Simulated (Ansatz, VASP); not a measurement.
# SrO: VASP beside Ansatz

```xyz
4
Lattice="3.5317 0.0000 0.0000 -1.7658 3.0585 0.0000 0.0000 0.0000 6.1891" Properties=species:S:1:pos:R:3 pbc="T T T"
Sr    0.0000    2.0390    1.5473
Sr    1.7658    1.0195    4.6418
O     0.0000    0.0000    0.0000
O     0.0000    0.0000    3.0945
```

Alike in both runs: functional r2SCAN; dispersion rVV10; k mesh 9 × 9 × 4; occupations gaussian, width 0.02 eV; no spin polarisation.

Ansatz relaxed the structure, and its values are those at the end. VASP's run is a single point on that final structure, the one shown.

```csv
,VASP,Ansatz
version,VASP 6.6.1,Ansatz 0.2.0
potentials or method,"VASP PAW PBE potentials, release 64 (Sr_sv, O), cutoff 520 eV","scalar-relativistic, plane waves, PAW"
valence electrons in the cell,32,32
```

|  | VASP | Ansatz | Ansatz less VASP |
| --- | --- | --- | --- |
| gap on the k mesh at the Fermi level (eV) | 3.48 | 3.52 | +0.040 |
| least direct gap on the mesh (eV) | 3.69 | 3.68 | -0.011 |
| pressure (GPa) | 0.7 | 0.0 | -0.69 |

VASP's potentials were made for PBE, not for r2SCAN.
